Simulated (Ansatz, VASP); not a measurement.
# ZnSe: VASP beside Ansatz

Contents of INCAR:

```
SYSTEM = ZnSe
ALGO = Normal
EDIFF = 1E-6
ENCUT = 520
GGA = PS
ISIF = 2
ISMEAR = 0
LASPH = .TRUE.
LCHARG = .TRUE.
LELF = .TRUE.
LREAL = .FALSE.
LVHAR = .TRUE.
LWAVE = .FALSE.
NBANDS = 26
NELM = 100
PREC = Accurate
SIGMA = 0.05
```

The input KPOINTS:

```
k-points
0
G
  8 8 6
  0 0 0
```

Contents of POSCAR:

```
ZnSe
1.0
    3.9625030235      0.0000000000      0.0000000000
    0.0000000000      3.9625030235      0.0000000000
    0.0000000000      0.0000000000      5.4412877586
Zn Se
2 2
Direct
    0.0000000000      0.0000000000      0.0000000000
    0.5000000000      0.5000000000      0.0000000000
    0.0000000000      0.5000000000      0.3224306008
    0.5000000000      0.0000000000      0.6775693992
```

Input for Ansatz:

```yaml
crystal:
  lattice:
    - [3.9625030235, 0.0, 0.0]
    - [0.0, 3.9625030235, 0.0]
    - [0.0, 0.0, 5.4412877586]
  atoms:
    - { symbol: Zn, position: [0.0, 0.0, 0.0] }
    - { symbol: Zn, position: [0.5, 0.5, 0.0] }
    - { symbol: Se, position: [0.0, 0.5, 0.3224306008] }
    - { symbol: Se, position: [0.5, 0.0, 0.6775693992] }
basis:
  ecutwfc: 520.0
kpoints:
  mp_grid: { grid: [8, 8, 6] }
hamiltonian:
  xc: pbesol
  pseudopotentials: { kind: paw, azcp: { folder: soft_1 } }
scf:
  occupations: { method: gaussian, width: 0.05 }
output:
  forces: true
  stress: true
  eigenvalues: true
```

Alike in both runs: task single point; functional PBEsol; k mesh 8 × 8 × 6; occupations gaussian, width 0.05 eV; no spin polarisation.

|  | VASP | Ansatz |
| --- | --- | --- |
| version | VASP 6.6.1 | Ansatz 0.2.0 |
| potentials or method | VASP PAW PBE potentials, release 64 (Zn, Se), cutoff 520 eV | scalar-relativistic, plane waves, PAW |
| valence electrons in the cell | 36 | 56 |

|  | VASP | Ansatz | Ansatz less VASP |
| --- | --- | --- | --- |
| gap on the k mesh at the Fermi level (eV) | 0.61 | 0.60 | -0.005 |
| least direct gap on the mesh (eV) | 0.61 | 0.60 | -0.005 |
| pressure (GPa) | -5.5 | -5.7 | -0.22 |
| traceless stress, the component that is largest in VASP (GPa) | -5.76 | -5.79 | -0.034 |
| rms of the force components (eV/Å) | 0.879 | 0.892 | +0.0124 |

VASP's potentials were made for PBE, not for PBEsol, and Ansatz warns of the same on its side. Atom by atom the forces differ by 0.012 eV/Å (rms over components). VASP's potentials hold 36 valence electrons a cell and Ansatz's 56, so a difference there can come from the potentials and not from the codes.
